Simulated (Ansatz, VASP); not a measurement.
**Co: VASP beside Ansatz**

```
Co
1.0
     2.24984    0.00000    0.00000
     0.00000    2.24984    0.00000
     0.00000    0.00000    2.24984
Co
1
Direct
  0.00000 0.00000 0.00000
```

Alike in both runs: functional PBEsol; k mesh 14 × 14 × 14; occupations fermi-dirac, width 0.1 eV; no spin polarisation.

Ansatz relaxed the structure, and its values are those at the end. VASP's run is a single point on that final structure, the one shown.

```csv
,VASP,Ansatz
version,VASP 6.6.1,Ansatz 0.2.0
potentials or method,"VASP PAW PBE potentials, release 64 (Co), cutoff 520 eV","plane waves (420 eV) with PAW, scalar-relativistic"
valence electrons in the cell,9,17
```

VASP gave:

| Item | Value |
| --- | --- |
| pressure (GPa) | -1.0 |

**Question.** Estimate Ansatz's values.

**Answer.** Pressure (GPa): 0.0.

VASP's potentials were made for PBE, not for PBEsol, and Ansatz warns of the same on its side. VASP's potentials hold 9 valence electrons a cell and Ansatz's 17, so a difference there can come from the potentials and not from the codes.
